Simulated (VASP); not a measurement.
**KMgF3: relaxation of cell and atoms with PBE**

Crystal: KMgF3.

```
K Mg F
1.0
     4.05251    0.00000    0.00000
     0.00000    4.05251    0.00000
     0.00000    0.00000    4.05251
K Mg F
1 1 3
Cartesian
  2.0263 2.0263 2.0263
  0.0000 0.0000 0.0000
  0.0000 2.0263 0.0000
  0.0000 0.0000 2.0263
  2.0263 0.0000 0.0000
```

```yaml
Program: VASP 6.6.1
Task: relaxation of cell and atoms
Functional: PBE
Potentials_or_basis: VASP PAW PBE potentials, release 64 (K_sv, Mg, F)
Cutoff: 600 eV
k_mesh: 6 × 6 × 6
Occupations: gaussian, width 0.02 eV
Spin: no spin polarisation
Dipole_correction: no
Further_INCAR_settings: ALGO = Normal; EDIFF = 1e-07; IBRION = 2; EDIFFG = -0.01; NSW = 100; ISIF = 3
```

- Relaxed volume: 13.24 Å³/atom
- Relaxed cell: a = 4.045 Å, b = 4.045 Å, c = 4.045 Å, α = 90.00°, β = 90.00°, γ = 90.00°
- Space group after relaxing (to 0.1 Å): Pm-3m (No. 221)
- Energy gained by relaxing: 0.1 meV/atom
- Ionic steps: 2
- Pressure after relaxing: -0.1 GPa
- Band gap on the k mesh: 6.98 eV (least direct gap 7.30 eV)

Step by step:
```
step  energy change (eV)  largest force (eV/Å)  pressure (GPa)  volume (Å³)
   1              0.0000                0.0000           -0.45        66.55
   2             -0.0006                0.0000           -0.09        66.19
```

Final structure:
```
K Mg F
1.0
     4.04515    0.00000    0.00000
     0.00000    4.04515    0.00000
     0.00000    0.00000    4.04515
K Mg F
1 1 3
Cartesian
  2.0226 2.0226 2.0226
  0.0000 0.0000 0.0000
  0.0000 2.0226 0.0000
  0.0000 0.0000 2.0226
  2.0226 0.0000 0.0000
```

Levels at points of the mesh, in eV from the valence-band top:
```csv
k point,band 14,band 15,band 16,band 17,band 18,band 19
"(0.00, 0.00, 0.00)",-0.32,-0.32,-0.32,6.98,10.02,10.02
"(0.50, 0.00, 0.00)",-0.80,-0.50,-0.50,9.84,10.00,11.00
"(0.50, 0.50, 0.00)",-0.86,-0.86,-0.02,10.65,11.48,12.22
"(0.50, 0.50, 0.50)",0.00,0.00,0.00,10.27,10.27,10.27
```

Run time: 37 s on 1 thread of Intel(R) Xeon(R) Platinum 8259CL CPU @ 2.50GHz (Skylake/Cascade Lake), on a shared host, peak memory 0.2 GiB.

A k mesh can miss the band edges.
